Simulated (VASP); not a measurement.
# PbS (R3m) in VASP: notebook, part 2 of 2

VASP 6.6.1.

**3. Single point, r2SCAN**

This run uses another cell than the first one, of 26.17 Å³/atom, 1.013 times its volume.

Input file POSCAR:

```
PbS
1.0
    2.0134000000      1.1624370320      3.7269333333
   -2.0134000000      1.1624370320      3.7269333333
    0.0000000000     -2.3248740640      3.7269333333
Pb S
1 1
Direct
    0.9781509158      0.9781509158      0.9781509158
    0.4774504142      0.4774504142      0.4774504142
```

Input file INCAR.step1:

```
PREC = Accurate ; ENCUT = 520
ISMEAR = 0 ; SIGMA = 0.05
LREAL = F ; LASPH = T
NELM = 60 ; NBANDS = 17
GGA = PE ; ALGO = Normal
EDIFF = 1E-4 ; LWAVE = T
LCHARG = F
```

Input file INCAR.step2:

```
PREC = Accurate ; ENCUT = 520
EDIFF = 1E-6 ; ISMEAR = 0
SIGMA = 0.05 ; LREAL = F
LASPH = T ; NELM = 60
ALGO = Normal ; ISIF = 2
LWAVE = F ; LCHARG = F
METAGGA = R2SCAN ; LMIXTAU = T
NBANDS = 17 ; ISTART = 1
```

Input file KPOINTS:

```
Automatic mesh
0
Gamma
  9 9 9
```

Potentials or basis: VASP PAW PBE potentials, release 64 (Pb_d, S).

Run with:

```
cat potpaw_PBE.64/Pb_d/POTCAR potpaw_PBE.64/S/POTCAR > POTCAR
cp INCAR.step1 INCAR
mpirun -np 1 vasp_std > vasp.out
cp INCAR.step2 INCAR
mpirun -np 1 vasp_std > vasp.out
```

OUTCAR:

```text
PREC = Accurate
   ENCUT = 520
   EDIFF = 1E-6
   ISMEAR = 0
   LREAL = F
   LASPH = T
   NELM = 60
   ISIF = 2
   METAGGA = R2SCAN
   ISTART = 1

 ion  position               nearest neighbor table
   1  0.978  0.978  0.978-   2 2.97   2 2.97   2 2.97   2 2.98   2 2.98   2 2.98
   2  0.477  0.477  0.477-   1 2.97   1 2.97   1 2.97   1 2.98   1 2.98   1 2.98

  LATTYP: Found a trigonal (rhomboedric) cell.
 ALAT       =     4.3926155630
 COS(alpha) =     0.5798119159

  Lattice vectors:

 A1 = (   2.0134000000,   1.1624370320,   3.7269333333)
 A2 = (  -2.0134000000,   1.1624370320,   3.7269333333)
 A3 = (   0.0000000000,  -2.3248740640,   3.7269333333)

Analysis of symmetry for initial positions (statically):
=====================================================================
 Subroutine PRICEL returns:
 Original cell was already a primitive cell.

 Routine SETGRP: Setting up the symmetry group for a
 trigonal (rhombohedral) supercell.

 Subroutine GETGRP returns: Found  6 space group operations
 (whereof  6 operations were pure point group operations)
 out of a pool of 12 trial point group operations.

The static configuration has the point symmetry C_3v.

Analysis of symmetry for dynamics (positions and initial velocities):
=====================================================================
 Subroutine PRICEL returns:
 Original cell was already a primitive cell.

 Routine SETGRP: Setting up the symmetry group for a
 trigonal (rhombohedral) supercell.

 Subroutine GETGRP returns: Found  6 space group operations
 (whereof  6 operations were pure point group operations)
 out of a pool of 12 trial point group operations.

The dynamic configuration has the point symmetry C_3v.

 Subroutine INISYM returns: Found  6 space group operations
 (whereof  6 operations are pure point group operations),
 and found     1 'primitive' translations

----------------------------------------------------------------------------------------

                                     Primitive cell

  volume of cell :      52.3362

  direct lattice vectors                    reciprocal lattice vectors
     2.013400000  1.162437032  3.726933333     0.248336148  0.143376942  0.089439038
    -2.013400000  1.162437032  3.726933333    -0.248336148  0.143376942  0.089439038
     0.000000000 -2.324874064  3.726933333     0.000000000 -0.286753884  0.089439038

  length of vectors
     4.392615563  4.392615563  4.392615563     0.300378314  0.300378314  0.300378314

  position of ions in fractional coordinates (direct lattice)
     0.978150916  0.978150916  0.978150916
     0.477450414  0.477450414  0.477450414

  ion indices of the primitive-cell ions
   primitive index   ion index
                 1           1
                 2           2

----------------------------------------------------------------------------------------

 KPOINTS: Automatic mesh

Automatic generation of k-mesh.
 Grid dimensions read from file:
 generate k-points for:    9    9    9

 Generating k-lattice:

  Cartesian coordinates                     Fractional coordinates (reciprocal lattice)
     0.027592905  0.015930771  0.009937671     0.111111111  0.000000000  0.000000000
    -0.027592905  0.015930771  0.009937671     0.000000000  0.111111111  0.000000000
     0.000000000 -0.031861543  0.009937671     0.000000000  0.000000000  0.111111111

  Length of vectors
     0.033375368  0.033375368  0.033375368

  Shift w.r.t. Gamma in fractional coordinates (k-lattice)
     0.000000000  0.000000000  0.000000000

 Subroutine IBZKPT returns following result:
 ===========================================

 Found     85 irreducible k-points:

 Following reciprocal coordinates:
            Coordinates               Weight
  0.000000  0.000000  0.000000      1.000000
  0.111111  0.000000 -0.000000      6.000000
  0.222222  0.000000  0.000000      6.000000
  0.333333  0.000000 -0.000000      6.000000
  0.444444  0.000000  0.000000      6.000000
  0.111111  0.111111 -0.000000      6.000000
[... 16 lines left out ...]
 -0.333333  0.333333  0.000000      6.000000
  0.444444  0.444444  0.000000      6.000000
 [... further k-points ...]
   k-points           NKPTS =     85   k-points in BZ     NKDIM =     85   number of bands    NBANDS=     17
   number of dos      NEDOS =    301   number of ions     NIONS =      2
   total plane-waves  NPLWV =  46656
   dimension x,y,z NGX =    36 NGY =   36 NGZ =   36
   dimension x,y,z NGXF=    72 NGYF=   72 NGZF=   72
   ions per type =               1   1
   NGX,Y,Z   is equivalent  to a cutoff of  13.62, 13.62, 13.62 a.u.
   NGXF,Y,Z  is equivalent  to a cutoff of  27.25, 27.25, 27.25 a.u.
 SYSTEM =  unknown system
   PREC   = accura    normal or accurate (medium, high low for compatibility)
   ISTART =      1    job   : 0-new  1-cont  2-samecut
   ICHARG =      0    charge: 1-file 2-atom 10-const
   ISPIN  =      1    spin polarized calculation?
   LNONCOLLINEAR =      F non collinear calculations
   LSORBIT =      F    spin-orbit coupling
   LASPH  =      T    aspherical Exc in radial PAW
   ENCUT  =  520.0 eV  38.22 Ry    6.18 a.u.   8.17  8.17  8.17*2*pi/ulx,y,z
   NELM   =     60;   NELMIN=  2; NELMDL=  0     # of ELM steps
   EDIFF  = 0.1E-05   stopping-criterion for ELM
   LREAL  =      F    real-space projection
   EDIFFG = 0.1E-04   stopping-criterion for IOM
   NSW    =      0    number of steps for IOM
   IBRION =     -1    ionic relax: 0-MD 1-quasi-New 2-CG
   NFREE  =      0    steps in history (QN), initial steepest desc. (CG)
   ISIF   =      2    stress and relaxation
   ISYM   =      2    0-nonsym 1-usesym 2-fastsym
   POTIM  = 0.5000    time-step for ionic-motion
   TEBEG  =    0.0;   TEEND  =   0.0 temperature during run
   PSTRESS=    0.0 pullay stress
   NELECT =      20.0000    total number of electrons
   NUPDOWN=      -1.0000    fix difference up-down
   EMIN   =  10.00;   EMAX   =-10.00  energy-range for DOS
   EFERMI =   0.00;   METHOD = LEGACY
   ISMEAR =     0;   SIGMA  =   0.05  broadening in eV -4-tet -1-fermi 0-gaus
   EFERMI_NEDOS =   21; number of points for ismear=-14 and -15
   IALGO  =     38    algorithm
   IMIX   =      4    mixing-type and parameters
     AMIX     =   0.40;   BMIX     =  1.00
     AMIX_MAG =   1.60;   BMIX_MAG =  1.00
  volume/ion in A,a.u.               =      26.17       176.59
  Fermi-wavevector in a.u.,A,eV,Ry     =   1.188003  2.244999 19.202583  1.411350
  Thomas-Fermi vector in A             =   2.324142
   LORBIT       =      0    0 simple, 1 ext, 2 COOP (PROOUT), +10 PAW based schemes
   METAGGA = R2SCAN    functional components
   LHFCALC =     F    Hartree Fock is set to
   AEXX    =    0.0000 exact exchange contribution
   IVDW    =     0    specifies the selected vdW correction
   LEPSILON=     F    determine dielectric tensor
   LRPA    =     F    only Hartree local field effects (RPA)
 non-spin polarized calculation
 Gauss-broadening in eV      SIGMA  =   0.05
  energy-cutoff  :      520.00
  volume of cell :       52.34
 maximum number of plane-waves:      1430
 NGX is ok and might be reduce to    36
   NGX = 17   NGY = 17   NGZ = 17

 number of electron      20.0000001 magnetization

 Free energy of the ion-electron system (eV)
  ---------------------------------------------------
  ext. energy  EPLUGINS =         0.00000000
  ---------------------------------------------------
  free energy    TOTEN  =       -65.52965842 eV

  energy without entropy =      -65.52952515  energy(sigma->0) =      -65.52959179

 E-fermi :   5.9531     XC(G=0): -10.2470

 val. band max:        5.9243495432   @ k =   0.4444   0.4444   0.4444
 cond. band min:       6.0054086557   @ k =   0.4444   0.0000   0.0000
 fundamental gap:      0.0810591125
 Fermi energy:         5.9530768750

 k-point     1 :       0.0000    0.0000    0.0000
  band No.  band energies     occupation
      1     -11.8721      2.00000
      2     -11.8721      2.00000
      3     -11.8328      2.00000
      4     -11.8016      2.00000
      5     -11.8016      2.00000
      6      -8.4833      2.00000
[... 9 lines left out ...]
     16      13.4201      0.00000
     17      15.0250      0.00000

 k-point     2 :       0.1111    0.0000   -0.0000
  band No.  band energies     occupation
      1     -11.8739      2.00000
      2     -11.8641      2.00000
      3     -11.8278      2.00000
      4     -11.8050      2.00000
      5     -11.8048      2.00000
      6      -8.3699      2.00000
[... 9 lines left out ...]
     16      13.7807      0.00000
     17      16.0337      0.00000
[... 421 lines left out ...]
 k-point    24 :       0.4444    0.4444    0.0000
  band No.  band energies     occupation
      1     -11.9827      2.00000
      2     -11.8720      2.00000
      3     -11.8045      2.00000
      4     -11.7864      2.00000
      5     -11.7667      2.00000
      6      -6.8479      2.00000
[... 9 lines left out ...]
     16      17.4809      0.00000
     17      18.5602      0.00000

 [... further k-points ...]
[... 5 lines left out ...]
  --------------------------------------------------------------------------------------
  -------------------------------------------------------------------------------------
  Total        0.8864145      0.8864145     -1.1025852      0.0000000      0.0000000      0.0000000
  in kB       27.1359516     27.1359516    -33.7536217      0.0000000      0.0000000      0.0000000
  external PRESSURE =       6.8394271 kB  Pullay stress =       0.0000000 kB

 VOLUME and BASIS-vectors are now :
 -----------------------------------------------------------------------------
  energy-cutoff  :      520.00
  volume of cell :       52.34
      direct lattice vectors                 reciprocal lattice vectors
     2.013400000  1.162437032  3.726933333     0.248336148  0.143376942  0.089439038
    -2.013400000  1.162437032  3.726933333    -0.248336148  0.143376942  0.089439038
     0.000000000 -2.324874064  3.726933333     0.000000000 -0.286753884  0.089439038

 POSITION                                       TOTAL-FORCE (eV/Angst)
 -----------------------------------------------------------------------------------
      0.00000      0.00000     10.93651         0.000000     -0.000000      0.006691
      0.00000      0.00000      5.33828         0.000000      0.000000     -0.006691
 -----------------------------------------------------------------------------------
    total drift:                               -0.000000     -0.000000     -0.000056

  FREE ENERGIE OF THE ION-ELECTRON SYSTEM (eV)
  ---------------------------------------------------
  free  energy   TOTEN  =       -65.5296584232 eV

  energy  without entropy=      -65.5295251521  energy(sigma->0) =      -65.52959179
```

OUTCAR.step1:

```text
PREC = Accurate
   ENCUT = 520
   ISMEAR = 0
   LREAL = F
   LASPH = T
[... 702 lines left out ...]
 -----------------------------------------------------------------------------------
      0.00000      0.00000     10.93651         0.000000     -0.000000      0.003874
      0.00000      0.00000      5.33828         0.000000      0.000000     -0.003874
 -----------------------------------------------------------------------------------
    total drift:                               -0.000000     -0.000000     -0.000082

  FREE ENERGIE OF THE ION-ELECTRON SYSTEM (eV)
  ---------------------------------------------------
  free  energy   TOTEN  =        -8.6832711176 eV

  energy  without entropy=       -8.6830387431  energy(sigma->0) =       -8.68315493
```

OSZICAR.step1:

```text
N       E                     dE             d eps       ncg     rms          rms(c)
DAV:   1     0.153678565161E+03    0.15368E+03   -0.93515E+03  2890   0.128E+03
DAV:   2     0.308493824625E+01   -0.15059E+03   -0.14488E+03  3063   0.313E+02
DAV:   3    -0.889765929688E+01   -0.11983E+02   -0.11866E+02  3796   0.913E+01
DAV:   4    -0.919042868441E+01   -0.29277E+00   -0.29246E+00  3759   0.156E+01
DAV:   5    -0.920087508998E+01   -0.10446E-01   -0.10445E-01  4232   0.290E+00    0.457E+00
DAV:   6    -0.868129155491E+01    0.51958E+00   -0.14817E+00  4461   0.821E+00    0.322E+00
DAV:   7    -0.868081229687E+01    0.47926E-03   -0.14972E-01  3469   0.194E+00    0.187E+00
DAV:   8    -0.868367001048E+01   -0.28577E-02   -0.18007E-02  3480   0.139E+00    0.275E-01
DAV:   9    -0.868307946705E+01    0.59054E-03   -0.40183E-03  4630   0.524E-01    0.918E-02
DAV:  10    -0.868326563128E+01   -0.18616E-03   -0.40145E-04  3258   0.118E-01    0.709E-02
DAV:  11    -0.868327111757E+01   -0.54863E-05   -0.56887E-05  2579   0.830E-02
   1 F= -.86832711E+01 E0= -.86831549E+01  d E =-.232374E-03
```

It took 2.3 min on 1 thread of Intel Xeon 6975P-C (Granite Rapids), shared host; peak memory 0.26 GiB.

What came out:

- Free energy: -65.5297 eV
- Pressure: 0.7 GPa
- Largest force: 0.007 eV/Å

Forces in eV/Å, atoms in the order of the input:
```
Pb   0.000  0.000  0.007
S    0.000  0.000 -0.007
```

Stress tensor (GPa, compression positive):
```
 2.71  0.00  0.00
 0.00  2.71  0.00
 0.00  0.00 -3.38
```

Levels at points of the mesh, in eV from the Fermi level:
| k point | band 8 | band 9 | band 10 | band 11 | band 12 | band 13 |
| --- | --- | --- | --- | --- | --- | --- |
| (0.00, 0.00, 0.00) | -3.25 | -2.21 | -2.21 | 5.27 | 5.27 | 5.33 |

Caveat: this odd mesh misses L, where the gap lies, so gap, dielectric constants and Born charges aren't listed; the PAW data sets were made with another functional, which shifts forces and pressure a little; spin-orbit coupling is left out, which moves the levels of the heavy elements.

**4. Single point, r2SCAN**

This run uses another cell than the first one, of 26.45 Å³/atom, 1.024 times its volume.

Input file POSCAR:

```
PbS
1.0
    2.0627000000      1.1909004002      3.5889000000
   -2.0627000000      1.1909004002      3.5889000000
    0.0000000000     -2.3818008005      3.5889000000
Pb S
1 1
Direct
    0.9781509158      0.9781509158      0.9781509158
    0.4774504142      0.4774504142      0.4774504142
```

Input file INCAR.step1:

```
PREC = Accurate
ENCUT = 520
ISMEAR = 0
SIGMA = 0.05
LREAL = F
LASPH = T
NELM = 60
NBANDS = 17
GGA = PE
ALGO = Normal
EDIFF = 1E-4
LWAVE = T
LCHARG = F
```

Input file INCAR.step2:

```
PREC = Accurate
ENCUT = 520
EDIFF = 1E-7
ISMEAR = 0
SIGMA = 0.05
LREAL = F
LASPH = T
NELM = 60
ALGO = Normal
ISIF = 2
LWAVE = F
LCHARG = F
METAGGA = R2SCAN
LMIXTAU = T
NBANDS = 17
ISTART = 1
```

Input file KPOINTS:

```
regular mesh
0
Gamma
  9 9 9
```

Run with:

```
cat potpaw_PBE.64/Pb_d/POTCAR potpaw_PBE.64/S/POTCAR > POTCAR
cp INCAR.step1 INCAR
mpirun -np 1 vasp_std > vasp.out
cp INCAR.step2 INCAR
mpirun -np 1 vasp_std > vasp.out
```

Wall time 99 s (1 thread of Intel Xeon 6975P-C (Granite Rapids), shared host); peak memory 0.23 GiB.

Results (log left out):

```
Free energy : -65.5921 eV
Pressure    : 0.3 GPa
```

Stress tensor (GPa, compression positive):
```
 1.29  0.00  0.00
 0.00  1.29  0.00
 0.00  0.00 -1.57
```

Levels at points of the mesh, in eV from the Fermi level:
```
           k point  band 6  band 7  band 8  band 9  band 10  band 11  band 12  band 13  band 14  band 15
(0.00, 0.00, 0.00)  -14.44   -6.53   -2.94   -2.44    -2.44     5.14     5.14     5.20     6.33     7.11
```

Caveat: this odd mesh misses L, where the gap lies, so gap, dielectric constants and Born charges aren't listed; the PAW data sets were made with another functional, which shifts forces and pressure a little; spin-orbit coupling is left out, which moves the levels of the heavy elements.

**5. Summary**

| cell | pressure (GPa) | largest force (eV/Å) |
| --- | --- | --- |
| a = 4.481 Å, angles 52.0°, 2 atoms | 1.0 | 0.01 |
| a = 4.393 Å, angles 54.6°, 2 atoms | 0.7 | 0.01 |
| a = 4.307 Å, angles 57.2°, 2 atoms | 0.3 | - |

Alike in all rows: task single point; level r2SCAN; potentials or basis VASP PAW PBE potentials, release 64 (Pb_d, S); no spin polarisation; k mesh 9 × 9 × 9; cutoff (eV) 520; smearing gaussian 0.05 eV.

Caveats: the PAW data sets were made with another functional, which shifts forces and pressure a little; spin-orbit coupling is left out, which moves the levels of the heavy elements.

Total energies depend on the potentials used, so only differences within one code and one set of settings carry meaning.
